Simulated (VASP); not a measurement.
# AlIn2As3 (Imm2) in VASP: single point with PBE

Aim: the single point of AlIn2As3 with PBE.

Everything below comes from runs of VASP 6.6.1. Logs are shortened: lines on timing, memory, paths and dates and some standing lists are left out, and cuts for length are marked.

### 1 The cell of the first run

The structure is orthorhombic, space group Imm2 (No. 44). Conventional cell: a = 4.255 Å, b = 12.780 Å, c = 6.032 Å, α = 90.00°, β = 90.00°, γ = 90.00°. Within 3.3 Å of Al (site symmetry mm2) lie 4 As at 2.48 to 2.52 Å. In (site symmetry m) has 4 As at 2.66 to 2.68 Å within 3.5 Å. As (site symmetry m) has 1 Al at 2.48 Å and 3 In at 2.66 to 2.67 Å within 3.3 Å. As (site symmetry mm2) has 2 Al at 2.52 Å and 2 In at 2.68 Å within 3.3 Å.

### 2 Single point, PBE

Input file INCAR:

```
ALGO     = Normal         # electronic algorithm
EDIFF    = 1E-6           # SCF threshold, eV
ENCUT    = 520            # plane-wave cutoff, eV
GGA      = PE             # functional
ISIF     = 2              # what is computed and relaxed
ISMEAR   = 0              # smearing method
LASPH    = True           # aspherical terms in the spheres
LCHARG   = False          # write CHGCAR
LREAL    = False          # projectors in reciprocal space
LWAVE    = False          # write WAVECAR
NBANDS   = 31             # bands
NELM     = 100            # most SCF steps
PREC     = Accurate       # precision mode
SIGMA    = 0.1            # smearing width, eV
```

Input file KPOINTS:

```
k-points
0
Gamma
  10 10 10
```

Input file POSCAR:

```
AlIn2As3
1.0
    0.0000000000      3.0090702829     -3.0090702829
   -6.0317374504      0.0000000000      0.0000000000
    3.0158687252      3.0138004756      6.0228707585
Al In As
1 2 3
Direct
    0.5000000000      0.7494569825      0.0000000000
    0.1640170062      0.4137449002      0.3280340123
    0.8359829938      0.0857108879      0.6719659877
    0.3411819252      0.3549657458      0.6823638503
    0.0000000000     -0.0264804119      0.0000000000
    0.6588180748      0.6726018955      0.3176361497
```

Potentials or basis: VASP PAW PBE potentials, release 64 (Al, In_d, As).

Command:

```console
$ cat potpaw_PBE.64/Al/POTCAR potpaw_PBE.64/In_d/POTCAR potpaw_PBE.64/As/POTCAR > POTCAR
$ mpirun -np 1 vasp_std > vasp.out
```

OUTCAR:

```text
EDIFF = 1E-6
   ENCUT = 520
   GGA = PE
   ISIF = 2
   ISMEAR = 0
   LASPH = True
   LREAL = False
   NELM = 100
   PREC = Accurate

 ion  position               nearest neighbor table
   1  0.500  0.749  0.000-   4 2.48   6 2.48   5 2.52   5 2.52
   2  0.164  0.414  0.328-   6 2.66   6 2.66   4 2.67   5 2.68
   3  0.836  0.086  0.672-   4 2.66   4 2.66   6 2.67   5 2.68
   4  0.341  0.355  0.682-   1 2.48   3 2.66   3 2.66   2 2.67
   5  0.000  0.974  0.000-   1 2.52   1 2.52   3 2.68   2 2.68
   6  0.659  0.673  0.318-   1 2.48   2 2.66   2 2.66   3 2.67

  LATTYP: Found a body centered orthorhombic cell.
 ALAT       =     4.2554680042
 B/A-ratio  =     1.4174087185
 C/A-ratio  =     3.0031439563

  Lattice vectors:

 A1 = (  -3.0158687252,  -3.0138004756,  -6.0228707585)
 A2 = (   3.0158687252,  -6.0228707585,  -3.0138004756)
 A3 = (  -3.0158687252,   3.0138004756,   6.0228707585)

Analysis of symmetry for initial positions (statically):
=====================================================================
 Subroutine PRICEL returns:
 Original cell was already a primitive cell.

 Routine SETGRP: Setting up the symmetry group for a
 body centered orthorhombic supercell.

 Subroutine GETGRP returns: Found  4 space group operations
 (whereof  4 operations were pure point group operations)
 out of a pool of  8 trial point group operations.

The static configuration has the point symmetry C_2v.

Analysis of symmetry for dynamics (positions and initial velocities):
=====================================================================
 Subroutine PRICEL returns:
 Original cell was already a primitive cell.

 Routine SETGRP: Setting up the symmetry group for a
 body centered orthorhombic supercell.

 Subroutine GETGRP returns: Found  4 space group operations
 (whereof  4 operations were pure point group operations)
 out of a pool of  8 trial point group operations.

The dynamic configuration has the point symmetry C_2v.

 Subroutine INISYM returns: Found  4 space group operations
 (whereof  4 operations are pure point group operations),
 and found     1 'primitive' translations

----------------------------------------------------------------------------------------

                                     Primitive cell
[... 93 lines left out ...]
   ISPIN  =      1    spin polarized calculation?
   LNONCOLLINEAR =      F non collinear calculations
   LSORBIT =      F    spin-orbit coupling
   LASPH  =      T    aspherical Exc in radial PAW
   ENCUT  =  520.0 eV  38.22 Ry    6.18 a.u.   7.91 11.22 13.72*2*pi/ulx,y,z
   NELM   =    100;   NELMIN=  2; NELMDL= -5     # of ELM steps
   EDIFF  = 0.1E-05   stopping-criterion for ELM
   LREAL  =      F    real-space projection
   EDIFFG = 0.1E-04   stopping-criterion for IOM
   NSW    =      0    number of steps for IOM
   IBRION =     -1    ionic relax: 0-MD 1-quasi-New 2-CG
   NFREE  =      0    steps in history (QN), initial steepest desc. (CG)
   ISIF   =      2    stress and relaxation
   ISYM   =      2    0-nonsym 1-usesym 2-fastsym
   POTIM  = 0.5000    time-step for ionic-motion
   TEBEG  =    0.0;   TEEND  =   0.0 temperature during run
   PSTRESS=    0.0 pullay stress
   NELECT =      44.0000    total number of electrons
   NUPDOWN=      -1.0000    fix difference up-down
   EMIN   =  10.00;   EMAX   =-10.00  energy-range for DOS
   EFERMI =   0.00;   METHOD = LEGACY
   ISMEAR =     0;   SIGMA  =   0.10  broadening in eV -4-tet -1-fermi 0-gaus
   EFERMI_NEDOS =   21; number of points for ismear=-14 and -15
   IALGO  =     38    algorithm
   IMIX   =      4    mixing-type and parameters
     AMIX     =   0.40;   BMIX     =  1.00
     AMIX_MAG =   1.60;   BMIX_MAG =  1.00
  volume/ion in A,a.u.               =      27.34       184.47
  Fermi-wavevector in a.u.,A,eV,Ry     =   1.055840  1.995248 15.167740  1.114797
  Thomas-Fermi vector in A             =   2.191053
   LORBIT       =      0    0 simple, 1 ext, 2 COOP (PROOUT), +10 PAW based schemes
   GGA     = PE    functional components
   LHFCALC =     F    Hartree Fock is set to
   AEXX    =    0.0000 exact exchange contribution
   IVDW    =     0    specifies the selected vdW correction
   LEPSILON=     F    determine dielectric tensor
   LRPA    =     F    only Hartree local field effects (RPA)
 non-spin polarized calculation
 Gauss-broadening in eV      SIGMA  =   0.10
  energy-cutoff  :      520.00
  volume of cell :      164.01
 maximum number of plane-waves:      4440
   NGX = 15   NGY = 23   NGZ = 27

 number of electron      44.0000000 magnetization

 Free energy of the ion-electron system (eV)
  ---------------------------------------------------
  ext. energy  EPLUGINS =         0.00000000
  ---------------------------------------------------
  free energy    TOTEN  =       -24.77916990 eV

  energy without entropy =      -24.77902095  energy(sigma->0) =      -24.77909543

 E-fermi :   3.9809     XC(G=0):  -8.8764

 val. band max:        3.8850957265   @ k =   0.0000   0.0000   0.0000
 cond. band min:       4.0131505302   @ k =   0.0000   0.0000   0.0000
 fundamental gap:      0.1280548037
 Fermi energy:         3.9809305557

 k-point     1 :       0.0000    0.0000    0.0000
  band No.  band energies     occupation
      1     -10.4379      2.00000
      2     -10.4083      2.00000
      3     -10.3309      2.00000
      4     -10.3227      2.00000
      5     -10.3176      2.00000
      6     -10.2947      2.00000
[... 805 lines left out ...]
     30       9.2738      0.00000
     31       9.7439      0.00000

 [... further k-points ...]
[... 5 lines left out ...]
  --------------------------------------------------------------------------------------
  -------------------------------------------------------------------------------------
  Total        0.0769624      0.0698035      0.0698035     -0.0000000     -0.0290233     -0.0000000
  in kB        0.7518067      0.6818749      0.6818749     -0.0000000     -0.2835141     -0.0000000
  external PRESSURE =       0.7051855 kB  Pullay stress =       0.0000000 kB

 VOLUME and BASIS-vectors are now :
 -----------------------------------------------------------------------------
  energy-cutoff  :      520.00
  volume of cell :      164.01
      direct lattice vectors                 reciprocal lattice vectors
     0.000000000  3.009070283 -3.009070283     0.000000000  0.221494390 -0.110834172
    -6.031737450  0.000000000  0.000000000    -0.165789710  0.055330109  0.055330109
     3.015868725  3.013800476  6.022870758     0.000000000  0.110660217  0.110660217

 POSITION                                       TOTAL-FORCE (eV/Angst)
 -----------------------------------------------------------------------------------
     -4.52053      1.50454     -1.50454        -0.003025     -0.000000      0.000000
     -1.50629      1.48217      1.48217        -0.000953     -0.000070     -0.000070
      1.50958      4.54070      1.53163        -0.000953      0.000070      0.000070
     -0.08314      3.08315      3.08315        -0.000752     -0.004968     -0.004968
     -5.87201      0.00000      0.00000         0.006434      0.000000      0.000000
     -3.09901      2.93972     -0.06935        -0.000752      0.004968      0.004968
 -----------------------------------------------------------------------------------
    total drift:                                0.000114      0.000003     -0.000003

  FREE ENERGIE OF THE ION-ELECTRON SYSTEM (eV)
  ---------------------------------------------------
  free  energy   TOTEN  =       -24.7791699045 eV

  energy  without entropy=      -24.7790209521  energy(sigma->0) =      -24.77909543
```

stdout:

```text
POSCAR found type information on POSCAR AlInAs
 POSCAR found :  3 types and       6 ions
 scaLAPACK will be used
 LDA part: xc-table for (Slater+PW92), standard interpolation
 POSCAR, INCAR and KPOINTS ok, starting setup
 FFT: planning ... GRIDC
 FFT: planning ... GRID_SOFT
 FFT: planning ... GRID
 WAVECAR not read
 entering main loop
```

Run time: 12 min. Hardware: 1 thread of Intel Xeon 6975P-C, shared host; peak memory 0.85 GiB.

What came out:

```yaml
Free_energy: -24.7792 eV
Pressure: 0.1 GPa
Largest_force: 0.007 eV/Å
Band_gap_on_the_k_mesh: 0.13 eV, direct
```

Forces on the atoms (eV/Å):
```
Al  -0.003  0.000  0.000
In  -0.001  0.000  0.000
In  -0.001  0.000  0.000
As  -0.001 -0.005 -0.005
As   0.006  0.000  0.000
As  -0.001  0.005  0.005
```

Levels at points of the mesh, in eV from the valence-band top:
```csv
k point,band 18,band 19,band 20,band 21,band 22,band 23,band 24,band 25,band 26,band 27
"(0.00, 0.00, 0.00)",-1.87,-1.32,-0.13,-0.07,0.00,0.13,2.10,2.74,3.94,3.95
"(0.50, 0.00, 0.00)",-2.54,-2.19,-2.16,-1.61,-1.56,1.56,1.83,3.42,3.47,3.49
"(0.00, 0.50, 0.00)",-1.53,-1.47,-1.03,-0.87,-0.74,1.09,2.34,2.62,3.56,3.57
"(0.50, 0.50, 0.00)",-2.92,-1.99,-1.94,-0.90,-0.89,1.06,3.40,3.45,4.09,4.18
"(0.00, 0.00, 0.50)",-2.21,-1.65,-1.57,-0.59,-0.21,1.42,2.01,2.46,2.52,3.95
```

Caveat: spin-orbit coupling is left out, which moves the levels of the heavy elements.
